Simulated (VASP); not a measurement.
Wanted: the native input for a VASP 6.6.1 run.

```yaml
Task: single point
Functional: PBE
Potentials_or_basis: VASP PAW PBE potentials, release 64 (Zn, Au)
Cutoff: 520 eV
k_mesh: 12 × 12 × 12
Occupations: gaussian, width 0.1 eV
Spin: no spin polarisation
Dipole_correction: no
Further_INCAR_settings: ALGO = Fast; EDIFF = 1e-06; NBANDS = 18
```

The structure of ZnAu lies in POSCAR:

```
ZnAu
1.0
    3.0690488100     -0.0629400000     -0.0629400000
   -0.0629400000      3.0690488100     -0.0629400000
   -0.0629400000     -0.0629400000      3.0690488100
Zn Au
1 1
Direct
    0.4724809214      0.4724809214      0.4724809214
    0.0275190786      0.0275190786      0.0275190786
```

This cell differs from its parent crystal: strained and its atoms moved.

The input as run:

INCAR

```
SYSTEM = ZnAu
PREC     = Accurate       ! precision mode
ENCUT    = 520            ! plane-wave cutoff, eV
EDIFF    = 1E-6           ! SCF threshold, eV
ISMEAR   = 0              ! smearing method
SIGMA    = 0.1            ! smearing width, eV
LREAL    = .False.        ! projectors in reciprocal space
LASPH    = .True.         ! aspherical terms in the spheres
NELM     = 80             ! most SCF steps
ALGO     = Fast           ! electronic algorithm
ISIF     = 2              ! what is computed and relaxed
LWAVE    = .False.        ! write WAVECAR
LCHARG   = .False.        ! write CHGCAR
GGA      = PE             ! functional
NBANDS   = 18             ! bands
```

KPOINTS

```
regular mesh
0
Gamma
  12 12 12
  0 0 0
```

Potentials or basis: VASP PAW PBE potentials, release 64 (Zn, Au).

The run is started by

```sh
$ cat potpaw_PBE.64/Zn/POTCAR potpaw_PBE.64/Au/POTCAR > POTCAR
$ mpirun -np 1 vasp_std > vasp.out
```

Results of the run:

| Quantity | Value |
| --- | --- |
| Pressure | 27.7 GPa |
| Largest force | 3.329 eV/Å |

Caveat: the cell differs from its parent crystal (strained and its atoms moved); forces of over 1 eV/Å act on the atoms, so gaps and moduli don't describe the material at rest.

Wall time 34 s on 1 thread of Intel(R) Xeon(R) Platinum 8488C (Sapphire Rapids), on a shared host, peak memory 0.22 GiB.
